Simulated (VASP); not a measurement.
Input of a VASP 6.6.1 run:

INCAR

```
SYSTEM = Sb
ALGO     = Normal         ! electronic algorithm
EDIFF    = 1E-6           ! SCF threshold, eV
EDIFFG   = -0.01          ! ionic threshold
ENCUT    = 600            ! plane-wave cutoff, eV
GGA      = PE             ! functional
IBRION   = 2              ! ionic algorithm
ISIF     = 3              ! what is computed and relaxed
ISMEAR   = 0              ! smearing method
LASPH    = .TRUE.         ! aspherical terms in the spheres
LCHARG   = .FALSE.        ! write CHGCAR
LREAL    = .FALSE.        ! projectors in reciprocal space
LWAVE    = .FALSE.        ! write WAVECAR
NELM     = 80             ! most SCF steps
NSW      = 100            ! ionic steps
PREC     = Accurate       ! precision mode
SIGMA    = 0.1            ! smearing width, eV
```

File KPOINTS:

```
k-points
0
G
  18 18 18
  0 0 0
```

File POSCAR:

```
Sb
1.0
    3.1235520184      0.0000000000      0.0000000000
    0.0000000000      3.1235520184      0.0000000000
    0.0000000000      0.0000000000      3.1235520184
Sb
1
Direct
    0.5000000000      0.5000000000      0.5000000000
```

Potentials or basis: VASP PAW PBE potentials, release 64 (Sb).

Run with:

```bash
$ cat potpaw_PBE.64/Sb/POTCAR > POTCAR
$ mpirun -np 1 vasp_std > vasp.out
```

Q: Predict the space group after relaxing (to 0.1 Å).

A: Pm-3m (No. 221).

Q: Estimate the relaxed cell.

A: a = 3.109 Å, b = 3.109 Å, c = 3.109 Å, α = 90.00°, β = 90.00°, γ = 90.00°.

Final structure:
```
Sb
1.0
     3.10891    0.00000    0.00000
     0.00000    3.10891    0.00000
     0.00000    0.00000    3.10891
Sb
1
Cartesian
  1.5545 1.5545 1.5545
```
